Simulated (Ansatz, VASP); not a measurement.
Os: VASP beside Ansatz

```
Os
1.0
     0.00000    1.93535    1.96445
     1.93535    0.00000    1.96445
     1.93535    1.93535    0.00000
Os
1
Direct
  0.00000 0.00000 0.00000
```

Change from the starting cell: z stretched by +1 % at fixed volume, crystal datasets.

Alike in both runs: task electric field gradients; functional PBE; k mesh 14 × 14 × 14; occupations fermi-dirac, width 0.03 eV; no spin polarisation.

|  | VASP | Ansatz |
| --- | --- | --- |
| version | VASP 6.6.1 | Ansatz 0.2.0 |
| potentials or method | VASP PAW PBE potentials, release 64 (Os), cutoff 520 eV | all-electron PAW with datasets made for the crystal, scalar-relativistic |

|  | VASP | Ansatz | Ansatz less VASP |
| --- | --- | --- | --- |
| pressure (GPa) | -9.7 | -9.4 | +0.30 |
| traceless stress, the component that is largest in VASP (GPa) | -2.50 | -2.51 | -0.011 |
| size of Vzz on the site where it differs most (V/Å²) | 1.8 | 1.2 | -0.64 |

Ansatz ran all-electron here, and VASP with PAW potentials.

Spin-orbit coupling is off throughout.
